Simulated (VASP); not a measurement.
FeO:

```
CELL_PARAMETERS angstrom
0.00000 2.15540 2.15540
2.15540 0.00000 2.15540
2.15540 2.15540 0.00000
ATOMIC_POSITIONS crystal
Fe 0.00000 0.00000 0.00000
O 0.50000 0.50000 0.50000
```

Base run:

- Program: VASP 6.6.1
- Functional: PBE
- Potentials or basis: VASP PAW PBE potentials, release 64 (Fe, O)
- Cutoff: 600 eV
- k mesh: 9 × 9 × 9
- Occupations: fermi-dirac, width 0.15 eV
- Spin: collinear spin, ferromagnetic start
- Starting moments: [2.54, 0.03] μB
- Fixed moment: 2.5 μB

Its results: pressure -14.1 GPa; site moments Fe +2.44; O +0.02 μB.

**Question.** After a change of settings the same cell gave: pressure -19.2 GPa; site moments Fe +1.70; O -0.02 μB. Which change was it?
A. fixed moment from 2.5 μB to 0.8 μB; moments at the start from [2.54, 0.03] to [0.82, -0.01]
B. fixed moment from 2.5 μB to 3.4 μB; moments at the start from [2.54, 0.03] to [3.32, 0.19]
C. fixed moment from 2.5 μB to 1.7 μB; moments at the start from [2.54, 0.03] to [1.77, -0.03]
D. fixed moment from 2.5 μB to 4.2 μB; moments at the start from [2.54, 0.03] to [3.88, 0.42]

**Answer.** C.

Caveats: the cell stands under tension; the total moment is fixed, so each spin has its own Fermi level and the state may be an excited one; a cell with one magnetic atom can't hold antiferromagnetic order, which such compounds often take.
